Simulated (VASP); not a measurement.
# In (I4/mmm) in VASP: single point with r2SCAN

Aim: the single point of In with r2SCAN.

All numbers are computed with VASP 6.6.1; they aren't measurements. Logs are shortened: lines on timing, memory, paths and dates and some standing lists are left out, and cuts for length are marked.

## Step 1: The cell of the first run

It takes space group I4/mmm (No. 139, tetragonal). Conventional cell: a = 3.147 Å, b = 3.147 Å, c = 5.292 Å, α = 90.00°, β = 90.00°, γ = 90.00°. In (site symmetry 4/mmm) has 12 In at 3.15 to 3.46 Å within 4.1 Å.

## Step 2: Single point, r2SCAN

Contents of POSCAR:

```
In
1.0
   -1.5734497615      1.5734497615      2.6457611363
    1.5734497615     -1.5734497615      2.6457611363
    1.5734497615      1.5734497615     -2.6457611363
In
1
Direct
    0.0000000000      0.0000000000      0.0000000000
```

Contents of INCAR.step1:

```
PREC = Accurate ; ENCUT = 520
ISMEAR = 1 ; SIGMA = 0.05
LREAL = F ; LASPH = T
NELM = 80 ; NBANDS = 12
GGA = PE ; ALGO = Normal
EDIFF = 1E-4 ; LWAVE = T
LCHARG = F
```

Contents of INCAR.step2:

```
PREC = Accurate ; ENCUT = 520
EDIFF = 1E-6 ; ISMEAR = 1
SIGMA = 0.05 ; LREAL = F
LASPH = T ; NELM = 80
ALGO = Normal ; ISIF = 2
LWAVE = F ; LCHARG = F
METAGGA = R2SCAN ; LMIXTAU = T
NBANDS = 12 ; ISTART = 1
```

Contents of KPOINTS:

```
Automatic mesh
0
Gamma
  8 8 8
```

Potentials or basis: VASP PAW PBE potentials, release 64 (In_d).

Run with:

```bash
$ cat potpaw_PBE.64/In_d/POTCAR > POTCAR
$ cp INCAR.step1 INCAR
$ mpirun -np 1 vasp_std > vasp.out
$ cp INCAR.step2 INCAR
$ mpirun -np 1 vasp_std > vasp.out
```

OUTCAR:

```text
PREC = Accurate
   ENCUT = 520
   EDIFF = 1E-6
   ISMEAR = 1
   LREAL = F
   LASPH = T
   NELM = 80
   ISIF = 2
   METAGGA = R2SCAN
   ISTART = 1

 ion  position               nearest neighbor table
   1  0.000  0.000  0.000-

  LATTYP: Found a body centered tetragonal cell.
 ALAT       =     3.1468995230
 C/A-ratio  =     1.6815034080

  Lattice vectors:

 A1 = (  -1.5734497615,   1.5734497615,   2.6457611363)
 A2 = (   1.5734497615,  -1.5734497615,   2.6457611363)
 A3 = (   1.5734497615,   1.5734497615,  -2.6457611363)

Analysis of symmetry for initial positions (statically):
=====================================================================
 Subroutine PRICEL returns:
 Original cell was already a primitive cell.

 Routine SETGRP: Setting up the symmetry group for a
 body centered tetragonal supercell.

 Subroutine GETGRP returns: Found 16 space group operations
 (whereof 16 operations were pure point group operations)
 out of a pool of 16 trial point group operations.

The static configuration has the point symmetry D_4h.

Analysis of symmetry for dynamics (positions and initial velocities):
=====================================================================
 Subroutine PRICEL returns:
 Original cell was already a primitive cell.

 Routine SETGRP: Setting up the symmetry group for a
 body centered tetragonal supercell.

 Subroutine GETGRP returns: Found 16 space group operations
 (whereof 16 operations were pure point group operations)
 out of a pool of 16 trial point group operations.

The dynamic configuration has the point symmetry D_4h.

 Subroutine INISYM returns: Found 16 space group operations
 (whereof 16 operations are pure point group operations),
 and found     1 'primitive' translations

----------------------------------------------------------------------------------------

                                     Primitive cell

  volume of cell :      26.2009

  direct lattice vectors                    reciprocal lattice vectors
    -1.573449762  1.573449762  2.645761136     0.000000000  0.317773095  0.188981535
     1.573449762 -1.573449762  2.645761136     0.317773095  0.000000000  0.188981535
     1.573449762  1.573449762 -2.645761136     0.317773095  0.317773095  0.000000000

  length of vectors
     3.457099983  3.457099983  3.457099983     0.369721192  0.369721192  0.449399020

  position of ions in fractional coordinates (direct lattice)
     0.000000000  0.000000000  0.000000000

  ion indices of the primitive-cell ions
   primitive index   ion index
                 1           1

----------------------------------------------------------------------------------------

 KPOINTS: Automatic mesh

Automatic generation of k-mesh.
 Grid dimensions read from file:
 generate k-points for:    8    8    8

 Generating k-lattice:

  Cartesian coordinates                     Fractional coordinates (reciprocal lattice)
     0.000000000  0.039721637  0.023622692     0.125000000  0.000000000  0.000000000
     0.039721637  0.000000000  0.023622692     0.000000000  0.125000000  0.000000000
     0.039721637  0.039721637  0.000000000     0.000000000  0.000000000  0.125000000

  Length of vectors
     0.046215149  0.046215149  0.056174878

  Shift w.r.t. Gamma in fractional coordinates (k-lattice)
     0.000000000  0.000000000  0.000000000

 Subroutine IBZKPT returns following result:
 ===========================================

 Found     59 irreducible k-points:

 Following reciprocal coordinates:
            Coordinates               Weight
  0.000000  0.000000  0.000000      1.000000
  0.125000  0.000000 -0.000000      8.000000
  0.250000  0.000000 -0.000000      8.000000
  0.375000  0.000000 -0.000000      8.000000
  0.500000  0.000000 -0.000000      4.000000
  0.125000  0.125000 -0.000000      8.000000
[... 16 lines left out ...]
  0.250000  0.125000  0.125000     16.000000
  0.375000  0.125000  0.125000      8.000000
 [... further k-points ...]
   k-points           NKPTS =     59   k-points in BZ     NKDIM =     59   number of bands    NBANDS=     12
   number of dos      NEDOS =    301   number of ions     NIONS =      1
   total plane-waves  NPLWV =  21952
   dimension x,y,z NGX =    28 NGY =   28 NGZ =   28
   dimension x,y,z NGXF=    56 NGYF=   56 NGZF=   56
   ions per type =               1
   NGX,Y,Z   is equivalent  to a cutoff of  13.46, 13.46, 13.46 a.u.
   NGXF,Y,Z  is equivalent  to a cutoff of  26.93, 26.93, 26.93 a.u.
 SYSTEM =  unknown system
   PREC   = accura    normal or accurate (medium, high low for compatibility)
   ISTART =      1    job   : 0-new  1-cont  2-samecut
   ICHARG =      0    charge: 1-file 2-atom 10-const
   ISPIN  =      1    spin polarized calculation?
   LNONCOLLINEAR =      F non collinear calculations
   LSORBIT =      F    spin-orbit coupling
   LASPH  =      T    aspherical Exc in radial PAW
   ENCUT  =  520.0 eV  38.22 Ry    6.18 a.u.   6.43  6.43  6.43*2*pi/ulx,y,z
   NELM   =     80;   NELMIN=  2; NELMDL=  0     # of ELM steps
   EDIFF  = 0.1E-05   stopping-criterion for ELM
   LREAL  =      F    real-space projection
   EDIFFG = 0.1E-04   stopping-criterion for IOM
   NSW    =      0    number of steps for IOM
   IBRION =     -1    ionic relax: 0-MD 1-quasi-New 2-CG
   NFREE  =      0    steps in history (QN), initial steepest desc. (CG)
   ISIF   =      2    stress and relaxation
   ISYM   =      2    0-nonsym 1-usesym 2-fastsym
   POTIM  = 0.5000    time-step for ionic-motion
   TEBEG  =    0.0;   TEEND  =   0.0 temperature during run
   PSTRESS=    0.0 pullay stress
   NELECT =      13.0000    total number of electrons
   NUPDOWN=      -1.0000    fix difference up-down
   EMIN   =  10.00;   EMAX   =-10.00  energy-range for DOS
   EFERMI =   0.00;   METHOD = LEGACY
   ISMEAR =     1;   SIGMA  =   0.05  broadening in eV -4-tet -1-fermi 0-gaus
   EFERMI_NEDOS =   21; number of points for ismear=-14 and -15
   IALGO  =     38    algorithm
   IMIX   =      4    mixing-type and parameters
     AMIX     =   0.40;   BMIX     =  1.00
     AMIX_MAG =   1.60;   BMIX_MAG =  1.00
  volume/ion in A,a.u.               =      26.20       176.81
  Fermi-wavevector in a.u.,A,eV,Ry     =   1.296036  2.449153 22.853842  1.679710
  Thomas-Fermi vector in A             =   2.427518
   LORBIT       =      0    0 simple, 1 ext, 2 COOP (PROOUT), +10 PAW based schemes
   METAGGA = R2SCAN    functional components
   LHFCALC =     F    Hartree Fock is set to
   AEXX    =    0.0000 exact exchange contribution
   IVDW    =     0    specifies the selected vdW correction
   LEPSILON=     F    determine dielectric tensor
   LRPA    =     F    only Hartree local field effects (RPA)
 non-spin polarized calculation
 Methfessel and Paxton  Order N= 1 SIGMA  =   0.05
  energy-cutoff  :      520.00
  volume of cell :       26.20
 maximum number of plane-waves:       729
 NGX is ok and might be reduce to    28
   NGX = 13   NGY = 13   NGZ = 13

 number of electron      13.0000004 magnetization

 Free energy of the ion-electron system (eV)
  ---------------------------------------------------
  ext. energy  EPLUGINS =         0.00000000
  ---------------------------------------------------
  free energy    TOTEN  =       -22.59565411 eV

  energy without entropy =      -22.59559889  energy(sigma->0) =      -22.59563571

 E-fermi :   7.5012     XC(G=0): -11.0611

 val. band max:        7.4754330790   @ k =  -0.2500   0.5000   0.2500
 cond. band min:       7.5970838181   @ k =  -0.2500   0.2500   0.2500
 fundamental gap:      0.1216507391
 Fermi energy:         7.5012302994

 k-point     1 :       0.0000    0.0000    0.0000
  band No.  band energies     occupation
      1      -7.9741      2.00000
      2      -7.7464      2.00000
      3      -7.6787      2.00000
      4      -7.6787      2.00000
      5      -7.4783      2.00000
      6      -2.5604      2.00000
      7      18.6419      0.00000
      8      18.6478      0.00000
      9      18.6478      0.00000
     10      19.9329      0.00000
     11      21.3245      0.00000
     12      21.9722      0.00000

 k-point     2 :       0.1250    0.0000   -0.0000
  band No.  band energies     occupation
      1      -7.9379      2.00000
      2      -7.7363      2.00000
      3      -7.6839      2.00000
      4      -7.6586      2.00000
      5      -7.4967      2.00000
      6      -2.1950      2.00000
      7      15.3669      0.00000
      8      17.4419      0.00000
      9      18.4602      0.00000
     10      19.4654      0.00000
     11      20.3352      0.00000
     12      23.3023      0.00000

 k-point     3 :       0.2500    0.0000   -0.0000
  band No.  band energies     occupation
      1      -7.8923      2.00000
      2      -7.7739      2.00000
      3      -7.6296      2.00000
      4      -7.5980      2.00000
      5      -7.5208      2.00000
      6      -1.0788      2.00000
      7      10.9030      0.00000
      8      15.6825      0.00000
      9      18.2437      0.00000
     10      18.6878      0.00000
     11      20.0264      0.00000
     12      24.4372      0.00000
[... 286 lines left out ...]
 k-point    23 :       0.2500    0.1250    0.1250
  band No.  band energies     occupation
      1      -7.7960      2.00000
      2      -7.7385      2.00000
      3      -7.6844      2.00000
      4      -7.5804      2.00000
      5      -7.4514      2.00000
      6       1.8732      2.00000
      7       7.9361     -0.00000
      8      12.0390      0.00000
      9      14.5372      0.00000
     10      17.1193      0.00000
     11      18.6874      0.00000
     12      21.5779      0.00000

 k-point    24 :       0.3750    0.1250    0.1250
  band No.  band energies     occupation
      1      -7.8083      2.00000
      2      -7.7661      2.00000
      3      -7.6420      2.00000
      4      -7.6138      2.00000
      5      -7.3884      2.00000
      6       4.0150      2.00000
      7       5.0957      2.00000
      8      12.6378      0.00000
      9      13.2995      0.00000
     10      16.6949      0.00000
     11      18.5419      0.00000
     12      24.8934      0.00000

 [... further k-points ...]

------------------------ aborting loop because EDIFF is reached ----------------------------------------

  FORCE on cell =-STRESS in cart. coord.  units (eV):
  Direction    XX          YY          ZZ          XY          YZ          ZX
  --------------------------------------------------------------------------------------
  -------------------------------------------------------------------------------------
  Total        0.0077794      0.0077794      0.0104607      0.0000000     -0.0000000      0.0000000
  in kB        0.4757082      0.4757082      0.6396670      0.0000000     -0.0000000      0.0000000
  external PRESSURE =       0.5303611 kB  Pullay stress =       0.0000000 kB

 VOLUME and BASIS-vectors are now :
 -----------------------------------------------------------------------------
  energy-cutoff  :      520.00
  volume of cell :       26.20
      direct lattice vectors                 reciprocal lattice vectors
    -1.573449762  1.573449762  2.645761136     0.000000000  0.317773095  0.188981535
     1.573449762 -1.573449762  2.645761136     0.317773095  0.000000000  0.188981535
     1.573449762  1.573449762 -2.645761136     0.317773095  0.317773095  0.000000000

 POSITION                                       TOTAL-FORCE (eV/Angst)
 -----------------------------------------------------------------------------------
      0.00000      0.00000      0.00000         0.000000     -0.000000      0.000000
 -----------------------------------------------------------------------------------
    total drift:                               -0.000000     -0.000000     -0.000000

  FREE ENERGIE OF THE ION-ELECTRON SYSTEM (eV)
  ---------------------------------------------------
  free  energy   TOTEN  =       -22.5956541113 eV

  energy  without entropy=      -22.5955988935  energy(sigma->0) =      -22.59563571
```

It took 97 s on 1 thread of Intel Xeon Platinum 8259CL at 2.50GHz (Skylake/Cascade Lake), shared host; peak memory 0.17 GiB.

Results:

```
Free energy : -22.5957 eV
Pressure    : 0.1 GPa
```

Levels at points of the mesh, in eV from the Fermi level:
```csv
k point,band 4,band 5,band 6,band 7,band 8,band 9
"(0.00, 0.00, 0.00)",-15.18,-14.98,-10.06,11.14,11.15,11.15
"(0.50, 0.00, 0.00)",-14.97,-14.90,-4.43,-3.58,6.51,10.36
"(0.50, 0.50, 0.00)",-14.96,-14.77,-1.82,-0.91,2.95,4.23
"(0.50, 0.50, 0.50)",-14.92,-14.92,-4.18,-3.41,6.01,6.01
```

Caveat: the PAW data sets were made with another functional, which shifts forces and pressure a little; spin-orbit coupling is left out, which moves the levels of the heavy elements.
